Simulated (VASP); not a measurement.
# HRh6 in VASP: further runs

HRh6 is run at these levels: PBE; tasks: single point.

All numbers are computed with VASP 6.6.1; they aren't measurements. Logs are shortened: lines on timing, memory, paths and dates and some standing lists are left out, and cuts for length are marked.

**1. The cell of the first run**

The cell holds a slab with vacuum, 14 atoms: a = 5.417 Å, b = 5.417 Å, c = 22.297 Å, α = 90.00°, β = 90.00°, γ = 120.00°.

**2. Single point, PBE**

Input file INCAR:

```
PREC = Accurate ; ENCUT = 520
EDIFF = 1E-6 ; ISMEAR = 0
SIGMA = 0.1 ; LREAL = F
LASPH = T ; NELM = 60
ALGO = Normal ; ISIF = 2
LWAVE = F ; LCHARG = F
LDIPOL = T ; IDIPOL = 3
DIPOL = 0.5 0.5 0.309 ; GGA = PE
NBANDS = 104
```

Input file KPOINTS:

```
regular mesh
0
Gamma
  6 6 1
```

Input file POSCAR:

```
HRh6
1.0
    5.4165863251      0.0000000000      0.0000000000
   -2.7082931626      4.6909013593      0.0000000000
    0.0000000000      0.0000000000     22.2966119230
Rh H
12 2
Direct
    0.3333333333      0.1666666667      0.1793994538
    0.3333333333      0.6666666667      0.1793994538
    0.8333333333      0.1666666667      0.1793994538
    0.8333333333      0.6666666667      0.1793994538
    0.1666666667      0.3333333333      0.2757769167
    0.1666666667      0.8333333333      0.2757769167
    0.6666666667      0.3333333333      0.2757769167
    0.6666666667      0.8333333333      0.2757769167
    0.0000000000      0.0000000000      0.3721019118
    0.0000000000      0.5000000000      0.3721019118
    0.5000000000      0.0000000000      0.3721019118
    0.5000000000      0.5000000000      0.3721019118
    0.1870590048      0.3741180096      0.5066515021
    0.3129409952      0.6258819904      0.5066515021
```

Potentials or basis: VASP PAW PBE potentials, release 64 (Rh_pv, H).

The run is started by

```
$ cat potpaw_PBE.64/Rh_pv/POTCAR potpaw_PBE.64/H/POTCAR > POTCAR
$ mpirun -np 1 vasp_std > vasp.out
```

OUTCAR:

```text
PREC = Accurate
   ENCUT = 520
   EDIFF = 1E-6
   ISMEAR = 0
   LREAL = F
   LASPH = T
   NELM = 60
   ISIF = 2
   GGA = PE

 ion  position               nearest neighbor table
   1  0.333  0.167  0.179-   5 2.66   7 2.66   6 2.66   4 2.71   4 2.71   3 2.71   3 2.71   2 2.71
                             2 2.71
   2  0.333  0.667  0.179-   6 2.66   8 2.66   5 2.66   3 2.71   3 2.71   4 2.71   4 2.71   1 2.71
                             1 2.71
   3  0.833  0.167  0.179-   7 2.66   5 2.66   8 2.66   2 2.71   2 2.71   1 2.71   1 2.71   4 2.71
                             4 2.71
   4  0.833  0.667  0.179-   8 2.66   6 2.66   7 2.66   1 2.71   1 2.71   2 2.71   2 2.71   3 2.71
                             3 2.71
   5  0.167  0.333  0.276-  12 2.66   9 2.66  10 2.66   1 2.66   3 2.66   2 2.66   8 2.71   8 2.71
                             7 2.71   7 2.71   6 2.71   6 2.71
   6  0.167  0.833  0.276-  11 2.66  10 2.66   9 2.66   2 2.66   4 2.66   1 2.66   7 2.71   7 2.71
                             8 2.71   8 2.71   5 2.71   5 2.71
   7  0.667  0.333  0.276-  10 2.66  11 2.66  12 2.66   3 2.66   1 2.66   4 2.66   6 2.71   6 2.71
                             5 2.71   5 2.71   8 2.71   8 2.71
   8  0.667  0.833  0.276-   9 2.66  12 2.66  11 2.66   4 2.66   2 2.66   3 2.66   5 2.71   5 2.71
                             6 2.71   6 2.71   7 2.71   7 2.71
   9  0.000  0.000  0.372-   8 2.66   5 2.66   6 2.66  12 2.71  12 2.71  11 2.71  11 2.71  10 2.71
                            10 2.71
  10  0.000  0.500  0.372-   7 2.66   6 2.66   5 2.66  11 2.71  11 2.71  12 2.71  12 2.71   9 2.71
                             9 2.71
  11  0.500  0.000  0.372-   6 2.66   7 2.66   8 2.66  10 2.71  10 2.71   9 2.71   9 2.71  12 2.71
                            12 2.71
  12  0.500  0.500  0.372-   5 2.66   8 2.66   7 2.66   9 2.71   9 2.71  10 2.71  10 2.71  11 2.71
                            11 2.71
  13  0.187  0.374  0.507-
  14  0.313  0.626  0.507-

  LATTYP: Found a hexagonal cell.
 ALAT       =     5.4165863251
 C/A-ratio  =     4.1163586408

  Lattice vectors:

 A1 = (   5.4165863251,   0.0000000000,   0.0000000000)
 A2 = (  -2.7082931626,   4.6909013593,   0.0000000000)
 A3 = (   0.0000000000,   0.0000000000,  22.2966119230)

Analysis of symmetry for initial positions (statically):
=====================================================================
 Subroutine PRICEL returns:
 Original cell was already a primitive cell.

 Routine SETGRP: Setting up the symmetry group for a
 hexagonal supercell.

 Subroutine GETGRP returns: Found  2 space group operations
 (whereof  2 operations were pure point group operations)
 out of a pool of 24 trial point group operations.

The static configuration has the point symmetry C_1h.

Analysis of symmetry for dynamics (positions and initial velocities):
=====================================================================
 Subroutine PRICEL returns:
 Original cell was already a primitive cell.

 Routine SETGRP: Setting up the symmetry group for a
 hexagonal supercell.

 Subroutine GETGRP returns: Found  2 space group operations
 (whereof  2 operations were pure point group operations)
 out of a pool of 24 trial point group operations.

The dynamic configuration has the point symmetry C_1h.

 Subroutine INISYM returns: Found  2 space group operations
 (whereof  2 operations are pure point group operations),
 and found     1 'primitive' translations

----------------------------------------------------------------------------------------

                                     Primitive cell

  volume of cell :     566.5273

  direct lattice vectors                    reciprocal lattice vectors
     5.416586325  0.000000000  0.000000000     0.184618123  0.106589323  0.000000000
    -2.708293163  4.690901359  0.000000000     0.000000000  0.213178646  0.000000000
     0.000000000  0.000000000 22.296611923     0.000000000  0.000000000  0.044849863

  length of vectors
     5.416586325  5.416586325 22.296611923     0.213178646  0.213178646  0.044849863

  position of ions in fractional coordinates (direct lattice)
     0.333333333  0.166666667  0.179399454
     0.333333333  0.666666667  0.179399454
     0.833333333  0.166666667  0.179399454
     0.833333333  0.666666667  0.179399454
     0.166666667  0.333333333  0.275776917
[... 55 lines left out ...]
  0.000000  0.000000  0.000000      1.000000
  0.166667 -0.000000  0.000000      4.000000
  0.000000  0.166667  0.000000      2.000000
  0.333333 -0.000000  0.000000      4.000000
  0.000000  0.333333  0.000000      2.000000
  0.500000  0.000000  0.000000      2.000000
  0.000000  0.500000  0.000000      1.000000
  0.166667  0.166667  0.000000      4.000000
 -0.333333  0.166667  0.000000      2.000000
  0.333333  0.166667  0.000000      4.000000
 -0.166667  0.500000  0.000000      4.000000
  0.500000  0.333333  0.000000      4.000000
  0.333333  0.333333  0.000000      2.000000
   k-points           NKPTS =     13   k-points in BZ     NKDIM =     13   number of bands    NBANDS=    104
   number of dos      NEDOS =    301   number of ions     NIONS =     14
   total plane-waves  NPLWV = 268800
   dimension x,y,z NGX =    40 NGY =   40 NGZ =  168
   dimension x,y,z NGXF=    80 NGYF=   80 NGZF=  336
   ions per type =              12   2
   NGX,Y,Z   is equivalent  to a cutoff of  12.28, 12.28, 12.53 a.u.
   NGXF,Y,Z  is equivalent  to a cutoff of  24.55, 24.55, 25.05 a.u.
 SYSTEM =  unknown system
   PREC   = accura    normal or accurate (medium, high low for compatibility)
   ISTART =      0    job   : 0-new  1-cont  2-samecut
   ICHARG =      2    charge: 1-file 2-atom 10-const
   ISPIN  =      1    spin polarized calculation?
   LNONCOLLINEAR =      F non collinear calculations
   LSORBIT =      F    spin-orbit coupling
   LASPH  =      T    aspherical Exc in radial PAW
   ENCUT  =  520.0 eV  38.22 Ry    6.18 a.u.  10.07 10.07 41.46*2*pi/ulx,y,z
   NELM   =     60;   NELMIN=  2; NELMDL= -5     # of ELM steps
   EDIFF  = 0.1E-05   stopping-criterion for ELM
   LREAL  =      F    real-space projection
   EDIFFG = 0.1E-04   stopping-criterion for IOM
   NSW    =      0    number of steps for IOM
   IBRION =     -1    ionic relax: 0-MD 1-quasi-New 2-CG
   NFREE  =      0    steps in history (QN), initial steepest desc. (CG)
   ISIF   =      2    stress and relaxation
   ISYM   =      2    0-nonsym 1-usesym 2-fastsym
   POTIM  = 0.5000    time-step for ionic-motion
   TEBEG  =    0.0;   TEEND  =   0.0 temperature during run
   PSTRESS=    0.0 pullay stress
   NELECT =     182.0000    total number of electrons
   NUPDOWN=      -1.0000    fix difference up-down
   EMIN   =  10.00;   EMAX   =-10.00  energy-range for DOS
   EFERMI =   0.00;   METHOD = LEGACY
   ISMEAR =     0;   SIGMA  =   0.10  broadening in eV -4-tet -1-fermi 0-gaus
   EFERMI_NEDOS =   21; number of points for ismear=-14 and -15
   IALGO  =     38    algorithm
   IMIX   =      4    mixing-type and parameters
     AMIX     =   0.40;   BMIX     =  1.00
     AMIX_MAG =   1.60;   BMIX_MAG =  1.00
  volume/ion in A,a.u.               =      40.47       273.08
  Fermi-wavevector in a.u.,A,eV,Ry     =   1.121222  2.118803 17.104417  1.257139
  Thomas-Fermi vector in A             =   2.257874
   LORBIT       =      0    0 simple, 1 ext, 2 COOP (PROOUT), +10 PAW based schemes
   GGA     = PE    functional components
   LHFCALC =     F    Hartree Fock is set to
   AEXX    =    0.0000 exact exchange contribution
   IVDW    =     0    specifies the selected vdW correction
   LEPSILON=     F    determine dielectric tensor
   LRPA    =     F    only Hartree local field effects (RPA)
 non-spin polarized calculation
 Gauss-broadening in eV      SIGMA  =   0.10
  energy-cutoff  :      520.00
  volume of cell :      566.53
 maximum number of plane-waves:     15300
   NGX = 21   NGY = 21   NGZ = 83

 dipolmoment           0.000000      0.000000      0.135307 electrons x Angstroem

 number of electron     182.0000013 magnetization

 dipolmoment           0.000000      0.000000     -0.026805 electrons x Angstroem

 Free energy of the ion-electron system (eV)
  ---------------------------------------------------
  ext. energy  EPLUGINS =         0.00000000
  ---------------------------------------------------
  free energy    TOTEN  =       -86.05006041 eV

  energy without entropy =      -85.94604500  energy(sigma->0) =      -85.99805271

 E-fermi :   0.0249     XC(G=0):  -5.2267

 val. band max:        0.0186017381   @ k =   0.3333   0.3333   0.0000
 cond. band min:       0.0417552411   @ k =  -0.1667   0.5000   0.0000
 fundamental gap:      0.0231535030
 Fermi energy:         0.0248727512

 k-point     1 :       0.0000    0.0000    0.0000
  band No.  band energies     occupation
      1     -47.0764      2.00000
      2     -47.0743      2.00000
      3     -47.0717      2.00000
      4     -46.9828      2.00000
      5     -46.9003      2.00000
      6     -46.8884      2.00000
[... 1367 lines left out ...]
    102       0.7167      0.00000
    103       0.7908      0.00000
 [bands above 103 left out]

------------------------ aborting loop because EDIFF is reached ----------------------------------------

 vacuum level on the upper side and lower side of the slab       (xc-potential included)        -0.161         0.079

  FORCE on cell =-STRESS in cart. coord.  units (eV):
  Direction    XX          YY          ZZ          XY          YZ          ZX
  --------------------------------------------------------------------------------------
  -------------------------------------------------------------------------------------
  Total       -6.8213612    -12.0667083      0.0584027      0.0000000     -0.0087282      0.0000000
  in kB      -19.2912683    -34.1254631      0.1651668      0.0000000     -0.0246838      0.0000000
  external PRESSURE =     -17.7505215 kB  Pullay stress =       0.0000000 kB

 VOLUME and BASIS-vectors are now :
 -----------------------------------------------------------------------------
  energy-cutoff  :      520.00
  volume of cell :      566.53
      direct lattice vectors                 reciprocal lattice vectors
     5.416586325  0.000000000  0.000000000     0.184618123  0.106589323  0.000000000
    -2.708293163  4.690901359  0.000000000     0.000000000  0.213178646  0.000000000
     0.000000000  0.000000000 22.296611923     0.000000000  0.000000000  0.044849863

 POSITION                                       TOTAL-FORCE (eV/Angst)
 -----------------------------------------------------------------------------------
      1.35415      0.78182      4.00000         0.019033      0.010951     -0.009338
     -0.00000      3.12727      4.00000         0.000000     -0.005176     -0.003670
      4.06244      0.78182      4.00000        -0.019033      0.010951     -0.009338
      2.70829      3.12727      4.00000         0.000000     -0.015834     -0.001094
      0.00000      1.56363      6.14889         0.000000     -0.022798     -0.052437
     -1.35415      3.90908      6.14889        -0.002742      0.014553     -0.009268
      2.70829      1.56363      6.14889         0.000000     -0.006704      0.009542
      1.35415      3.90908      6.14889         0.002742      0.014553     -0.009268
      0.00000      0.00000      8.29661         0.000000     -0.025078     -0.005240
     -1.35415      2.34545      8.29661        -0.003753      0.014035      0.047809
      2.70829      0.00000      8.29661         0.000000     -0.001575      0.016726
      1.35415      2.34545      8.29661         0.003753      0.014035      0.047809
     -0.00000      1.75495     11.29661        -0.000000      4.498385     -0.010193
     -0.00000      2.93595     11.29661         0.000000     -4.500295     -0.012039
 -----------------------------------------------------------------------------------
    total drift:                                0.000000     -0.000013      0.001246

  FREE ENERGIE OF THE ION-ELECTRON SYSTEM (eV)
  ---------------------------------------------------
  free  energy   TOTEN  =       -86.0500604112 eV

  energy  without entropy=      -85.9460450033  energy(sigma->0) =      -85.99805271

 vacuum level on the upper side and lower side of the slab         4.917         5.114
```

It took 24 min on 1 thread of AMD EPYC 9R45 (Zen 5), shared host; peak memory 0.87 GiB.

What came out:

| Item | Value |
| --- | --- |
| Free energy | -86.0501 eV |
| Largest force | 4.500 eV/Å |
| Band gap on the k mesh | zero (bands 91 and 92 overlap by 0.75 eV) |

Forces in eV/Å, atoms in the order of the input:
```
Rh   0.019  0.011 -0.009
Rh   0.000 -0.005 -0.004
Rh  -0.019  0.011 -0.009
Rh   0.000 -0.016 -0.001
Rh   0.000 -0.023 -0.052
Rh  -0.003  0.015 -0.009
Rh   0.000 -0.007  0.010
Rh   0.003  0.015 -0.009
Rh   0.000 -0.025 -0.005
Rh  -0.004  0.014  0.048
Rh   0.000 -0.002  0.017
Rh   0.004  0.014  0.048
H    0.000  4.498 -0.010
H    0.000 -4.500 -0.012
```

**3. Single point, PBE**

Input file INCAR:

```
SYSTEM = HRh6
PREC = Accurate
ENCUT = 520
EDIFF = 1E-6
ISMEAR = 0
SIGMA = 0.1
LREAL = .FALSE.
LASPH = .TRUE.
NELM = 60
ALGO = Normal
ISIF = 2
LWAVE = .FALSE.
LCHARG = .TRUE.
LDIPOL = .TRUE.
IDIPOL = 3
DIPOL = 0.5 0.5 0.299
GGA = PE
LELF = .TRUE.
LVHAR = .TRUE.
LVACPOTAV = .TRUE.
NBANDS = 104
```

Input file KPOINTS:

```
regular mesh
0
G
  6 6 1
  0 0 0
```

POSCAR, as its differences from that of step 2:

```diff
@@ -20,3 +20,3 @@
     0.5000000000      0.5000000000      0.3721019118
-    0.1870590048      0.3741180096      0.5066515021
-    0.3129409952      0.6258819904      0.5066515021
+    0.2100290039      0.4200580078      0.4353402192
+    0.2899709961      0.5799419922      0.4353402192
```

Potentials or basis: VASP PAW PBE potentials, release 64 (Rh_pv, H).

The run is started by

```
$ cat potpaw_PBE.64/Rh_pv/POTCAR potpaw_PBE.64/H/POTCAR > POTCAR
$ mpirun -np 1 vasp_std > vasp.out
```

It took 30 min on 1 thread of Intel Xeon Platinum 8488C (Sapphire Rapids), shared host; peak memory 0.91 GiB.

It converged, with:

```yaml
Free_energy: -87.2285 eV
Largest_force: 3.146 eV/Å
Band_gap_on_the_k_mesh: zero (bands 91 and 92 overlap by 0.81 eV)
```

Forces in eV/Å, atoms in the order of the input:
```
Rh  -0.027  0.034 -0.086
Rh   0.000 -0.047 -0.060
Rh   0.027  0.034 -0.086
Rh   0.000 -0.017 -0.008
Rh   0.000 -0.084 -0.225
Rh  -0.069  0.045 -0.135
Rh   0.000  0.127  0.413
Rh   0.069  0.045 -0.135
Rh   0.000 -0.274 -0.158
Rh  -0.297 -0.099  0.229
Rh   0.000  0.330 -0.163
Rh   0.297 -0.099  0.229
H    0.000 -3.140  0.078
H    0.000  3.144  0.106
```

Levels at points of the mesh, in eV from the Fermi level:
| k point | band 88 | band 89 | band 90 | band 91 | band 92 | band 93 | band 94 | band 95 | band 96 | band 97 |
| --- | --- | --- | --- | --- | --- | --- | --- | --- | --- | --- |
| (0.00, 0.00, 0.00) | 0.25 | 0.38 | 0.39 | 0.45 | 0.51 | 0.52 | 0.53 | 0.88 | 0.91 | 0.93 |
| (0.50, 0.00, 0.00) | -0.80 | -0.79 | -0.46 | -0.38 | -0.36 | -0.34 | -0.18 | 0.17 | 0.25 | 0.45 |
| (0.00, 0.50, 0.00) | -0.85 | -0.81 | -0.49 | -0.38 | -0.36 | -0.33 | -0.16 | 0.18 | 0.27 | 0.41 |

The gap in the log of VASP goes by the Fermi energy; the results here count the filled bands.